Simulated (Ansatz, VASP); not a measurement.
One calculation of Na, two programs

File INCAR:

```
SYSTEM = Na
PREC = Accurate ; ENCUT = 520
EDIFF = 1E-7 ; ISMEAR = 0
SIGMA = 0.15 ; LREAL = .False.
LASPH = .True. ; NELM = 80
ALGO = Fast ; ISIF = 2
LWAVE = .False. ; LCHARG = .False.
GGA = PS ; NBANDS = 10
```

Contents of KPOINTS:

```
regular mesh
0
Gamma
  18 18 18
  0 0 0
```

File POSCAR:

```
Na
1.0
   -2.3003392237      2.3003392237      1.7942645945
    2.3003392237     -2.3003392237      1.7942645945
    2.3003392237      2.3003392237     -1.7942645945
Na
1
Direct
    0.0000000000      0.0000000000      0.0000000000
```

Input for Ansatz:

```yaml
crystal:
  lattice:
    - [-2.3003392237, 2.3003392237, 1.7942645945]
    - [2.3003392237, -2.3003392237, 1.7942645945]
    - [2.3003392237, 2.3003392237, -1.7942645945]
  atoms:
    - { symbol: Na, position: [0.0, 0.0, 0.0] }
basis:
  ecutwfc: 420
kpoints:
  mp_grid: { grid: [18, 18, 18] }
hamiltonian:
  xc: pbesol
scf:
  occupations: { method: gaussian, width: 0.15 }
output:
  forces: true
  stress: true
  eigenvalues: true
```

Alike in both runs: task single point; functional PBEsol; k mesh 18 × 18 × 18; occupations gaussian, width 0.15 eV; no spin polarisation.

|  | VASP | Ansatz |
| --- | --- | --- |
| version | VASP 6.6.1 | Ansatz 0.2.0 |
| potentials or method | VASP PAW PBE potentials, release 64 (Na_pv), cutoff 520 eV | scalar-relativistic, plane waves, PAW |
| valence electrons in the cell | 7 | 9 |

|  | VASP | Ansatz | Ansatz less VASP |
| --- | --- | --- | --- |
| gap on the k mesh at the Fermi level (eV) | none | none | - |
| pressure (GPa) | -0.2 | -0.2 | -0.01 |
| traceless stress, the component that is largest in VASP (GPa) | 0.90 | 0.90 | -0.002 |

VASP's potentials were made for PBE, not for PBEsol. A gap of «none» marks a metal or a gap that the smearing closes. VASP's potentials hold 7 valence electrons a cell and Ansatz's 9, so a difference there can come from the potentials and not from the codes.
